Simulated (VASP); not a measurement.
Crystal: KI.

```
K I
1.0
     0.00000    3.53277    3.53277
     3.53277    0.00000    3.53277
     3.53277    3.53277    0.00000
K I
1 1
Direct
  0.00000 0.00000 0.00000
  0.50000 0.50000 0.50000
```

Base run:

| Quantity | Value |
| --- | --- |
| Program | VASP 6.6.1 |
| Functional | PBEsol |
| Potentials or basis | VASP PAW PBE potentials, release 64 (K_sv, I) |
| Cutoff | 400 eV |
| k mesh | 7 × 7 × 7 |
| Occupations | fermi-dirac, width 0.02 eV |
| Spin | no spin polarisation |

Its results: band gap on the k mesh 3.81 eV; pressure -0.3 GPa.

Task: The run is repeated on the same cell with these changes: functional from PBEsol to r2SCAN; cutoff from 400 eV to 440 eV. What comes out?

Result: Band gap on the k mesh 4.61 eV; pressure 0.2 GPa.

Caveats: the PAW data sets were made with another functional, which shifts forces and pressure a little; spin-orbit coupling is left out, which moves the levels of the heavy elements; an odd mesh through Γ misses points on the zone boundary, where band edges can lie.
